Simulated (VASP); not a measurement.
Mo, 1 atom in the cell. Symmetry: Im-3m, No. 229, cubic system. The conventional cell has a = 3.098 Å, b = 3.098 Å, c = 3.098 Å, α = 90.00°, β = 90.00°, γ = 90.00°. Mo (site symmetry m-3m) has 14 Mo at 2.68 to 3.10 Å within 3.5 Å.  This cell differs from its parent crystal: volume scaled by 0.97.

| Property | Result |
| --- | --- |
| Program | VASP 6.6.1 |
| Task | single point |
| Functional | PBEsol |
| Potentials or basis | VASP PAW PBE potentials, release 64 (Mo_sv) |
| Cutoff | 520 eV |
| k mesh | 18 × 18 × 18 |
| Occupations | gaussian, width 0.1 eV |
| Spin | no spin polarisation |
| Dipole correction | no |
| Further INCAR settings | ALGO = Fast; EDIFF = 1e-07; NBANDS = 13 |

Potentials or basis: VASP PAW PBE potentials, release 64 (Mo_sv).

Command:

```sh
$ cat potpaw_PBE.64/Mo_sv/POTCAR > POTCAR
$ mpirun -np 1 vasp_std > vasp.out
```

Hardware: 1 thread of Intel Xeon 8259CL, with other jobs on the host.

**Question.** How long does it take, and how much memory?

**Answer.** Run time: 51 s on 1 thread of Intel Xeon 8259CL, on a shared host, peak memory 0.15 GiB. Counts: scf iterations 14, k points 195.
